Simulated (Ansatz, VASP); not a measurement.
# Two plane-wave programs on LuGaP2

```
Ga P Lu
1.0
     3.76973    0.00000    0.00000
     0.00000    3.76973    0.00000
     0.00000    0.00000    5.53873
Ga P Lu
1 2 1
Direct
  0.00000 0.00000 0.00000
  0.00000 0.00000 0.50000
  0.50000 0.50000 0.00000
  0.50000 0.50000 0.50000
```

Alike in both runs: task single point; functional PBE; k mesh 6 × 6 × 4; occupations fermi-dirac, width 0.02 eV; no spin polarisation.

|  | VASP | Ansatz |
| --- | --- | --- |
| version | VASP 6.6.1 | Ansatz 0.2.0 |
| potentials or method | VASP PAW PBE potentials, release 64 (Ga_d, P, Lu) | plane waves |
| plane-wave cutoff (eV) | 520 | 420 |
| valence electrons in the cell | 48 | 48 |

VASP gave:

```
pressure (GPa) : 1.4
```

Question: Which values does Ansatz return?

Answer: Pressure (GPa): 1.2.

With one functional, cell and mesh, what is left measures potentials, basis and numerics.

Neither program's run includes spin-orbit coupling.
